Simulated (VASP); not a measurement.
Write the native input for VASP 6.6.1 that does the following.

```
Task                   : single point
Functional             : LDA
Potentials or basis    : VASP PAW LDA potentials, release 64 (Ag)
Cutoff                 : 520 eV
k mesh                 : 14 × 14 × 8
Occupations            : fermi-dirac, width 0.1 eV
Spin                   : no spin polarisation
Dipole correction      : no
Further INCAR settings : ALGO = Normal; EDIFF = 1e-06; NBANDS = 18
```

The structure of Ag lies in POSCAR:

```
Ag
1.0
    2.8373805348      0.0000000000      0.0000000000
   -1.4186902674      2.4572436234      0.0000000000
    0.0000000000      0.0000000000      4.6082470229
Ag
2
Direct
    0.3333333333      0.6666666667      0.2500000000
    0.6666666667      0.3333333333      0.7500000000
```

These files were run (other wordings do the same):

INCAR

```
ALGO = Normal ; EDIFF = 1E-6
ENCUT = 520 ; GGA = CA
ISIF = 2 ; ISMEAR = -1
LASPH = True ; LCHARG = False
LREAL = False ; LWAVE = False
NBANDS = 18 ; NELM = 100
PREC = Accurate ; SIGMA = 0.1
```

KPOINTS

```
k-points
0
Gamma
  14 14 8
```

Potentials or basis: VASP PAW LDA potentials, release 64 (Ag).

The run is started by

```console
$ cat potpaw_LDA.64/Ag/POTCAR > POTCAR
$ mpirun -np 1 vasp_std > vasp.out
```

Results of the run:

* Pressure: 0.1 GPa
* Band gap on the k mesh: zero (band 11 reaches 12.80 eV, above the bottom of band 12 at 5.57 eV)

Wall time 24 s on 1 thread of Intel(R) Xeon(R) Platinum 8488C (Sapphire Rapids), with other jobs on the host, peak memory 0.17 GiB.
